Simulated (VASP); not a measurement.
A run of VASP 6.6.1:

The input POSCAR:

```
C
1.0
    0.0000000000     -1.7834000000     -1.7834000000
   -1.7834000000      0.0000000000     -1.7834000000
    1.7834000000      1.7834000000     -3.5668000000
C
4
Direct
    0.7259638349      0.7259638349      0.7500000442
    0.2740361651      0.2740361651      0.2499999558
    0.3509638349      0.3509638349      0.8750000442
    0.8990361651      0.8990361651      0.3749999558
```

The input INCAR.step1:

```
SYSTEM = C
ALGO = Normal
EDIFF = 1E-5
ENCUT = 660
GGA = PE
GGA_COMPAT = .False.
ISMEAR = 0
LASPH = .True.
LCHARG = .False.
LREAL = .False.
LWAVE = .True.
NBANDS = 16
NELM = 120
PREC = Accurate
SIGMA = 0.05
```

The input INCAR.step2:

```
SYSTEM = C
ALGO = Normal
EDIFF = 1E-6
ENCUT = 660
GGA_COMPAT = .False.
ISIF = 2
ISMEAR = 0
ISTART = 1
LASPH = .True.
LCHARG = .True.
LELF = .True.
LMIXTAU = .True.
LREAL = .False.
LVHAR = .True.
LWAVE = .False.
METAGGA = R2SCAN
NBANDS = 16
NELM = 120
PREC = Accurate
SIGMA = 0.05
```

The input KPOINTS:

```
k-points
0
Gamma
  12 12 10
  0 0 0
```

Potentials or basis: VASP PAW PBE potentials, release 64 (C).

Command:

```bash
$ cat potpaw_PBE.64/C/POTCAR > POTCAR
$ cp INCAR.step1 INCAR
$ mpirun -np 1 vasp_std > vasp.out
$ cp INCAR.step2 INCAR
$ mpirun -np 1 vasp_std > vasp.out
```

Hardware: 1 thread of Oxide Virtual Turin-like Processor, on a shared host.

Q: How long does it take, and how much memory?

A: Run time: 21 min on 1 thread of Oxide Virtual Turin-like Processor, on a shared host, peak memory 0.23 GiB. Counts: k points 398.
